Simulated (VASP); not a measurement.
Zr3Si2: single point with r2SCAN

The system is Zr3Si2.

```
CELL_PARAMETERS angstrom
7.10844 0.00000 0.00000
0.00000 7.10844 0.00000
0.00000 0.00000 3.70513
ATOMIC_POSITIONS crystal
Zr 0.17391 0.67391 0.50000
Zr 0.82609 0.32609 0.50000
Zr 0.32609 0.17391 0.50000
Zr 0.67391 0.82609 0.50000
Zr 0.00000 0.00000 0.00000
Zr 0.50000 0.50000 0.00000
Si 0.62195 0.12195 0.00000
Si 0.37805 0.87805 0.00000
Si 0.87805 0.62195 0.00000
Si 0.12195 0.37805 0.00000
```

* Program: VASP 6.6.1
* Task: single point
* Functional: r2SCAN
* Potentials or basis: VASP PAW PBE potentials, release 64 (Zr_sv, Si)
* Cutoff: 520 eV
* k mesh: 6 × 6 × 10
* Occupations: gaussian, width 0.1 eV
* Spin: no spin polarisation

| Item | Value |
| --- | --- |
| Pressure | 0.0 GPa |
| Largest force | 0.007 eV/Å |
| Band gap on the k mesh | zero (bands 44 and 45 overlap by 1.20 eV) |

Forces in eV/Å, atoms in the order of the input:
```
Zr   0.001  0.001  0.000
Zr  -0.001 -0.001  0.000
Zr  -0.001  0.001  0.000
Zr   0.001 -0.001  0.000
Zr   0.000  0.000  0.000
Zr   0.000  0.000  0.000
Si  -0.005 -0.005  0.000
Si   0.005  0.005  0.000
Si   0.005 -0.005  0.000
Si  -0.005  0.005  0.000
```

Levels at points of the mesh, in eV from the Fermi level:
| k point | band 42 | band 43 | band 44 | band 45 | band 46 | band 47 |
| --- | --- | --- | --- | --- | --- | --- |
| (0.00, 0.00, 0.00) | -0.50 | -0.24 | -0.20 | 0.97 | 1.11 | 1.39 |
| (0.50, 0.00, 0.00) | -0.34 | 0.44 | 0.44 | 0.89 | 0.89 | 1.63 |
| (0.50, 0.50, 0.00) | -0.32 | -0.06 | -0.06 | 0.10 | 0.10 | 1.40 |
| (0.00, 0.00, 0.50) | -0.10 | 0.15 | 0.15 | 0.38 | 0.63 | 0.70 |
| (0.50, 0.00, 0.50) | -0.92 | -0.49 | -0.49 | 0.08 | 0.08 | 1.92 |
| (0.50, 0.50, 0.50) | -0.82 | -0.65 | -0.65 | -0.62 | -0.62 | 2.09 |

Run time: 47 min on 1 thread of Oxide Virtual Turin-like Processor, with other jobs on the host, peak memory 0.57 GiB.

Caveat: the PAW data sets were made with another functional, which shifts forces and pressure a little.
